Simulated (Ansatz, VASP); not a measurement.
**Sc in VASP and in Ansatz**

```
Sc
1.0
    -1.78334    1.78334    1.78334
     1.78334   -1.78334    1.78334
     1.78334    1.78334   -1.78334
Sc
1
Direct
  0.00000 0.00000 0.00000
```

Alike in both runs: functional LDA; k mesh 17 × 17 × 17; occupations fermi-dirac, width 0.05 eV; no spin polarisation.

Ansatz relaxed the structure, and its values are those at the end. VASP's run is a single point on that final structure, the one shown.

|  | VASP | Ansatz |
| --- | --- | --- |
| version | VASP 6.6.1 | Ansatz 0.2.0 |
| potentials or method | VASP PAW LDA potentials, release 64 (Sc_sv) | PAW with Ansatz's default frozen-core files, scalar-relativistic |
| plane-wave cutoff (eV) | 520 | 420 |
| valence electrons in the cell | 11 | 11 |

Ansatz gave:

* pressure (GPa): 0.0

Problem. Estimate VASP's values.

Solution. Pressure (GPa): 0.1.

LDA's correlation is that of Perdew and Zunger in VASP and of Perdew and Wang (1992) in Ansatz.
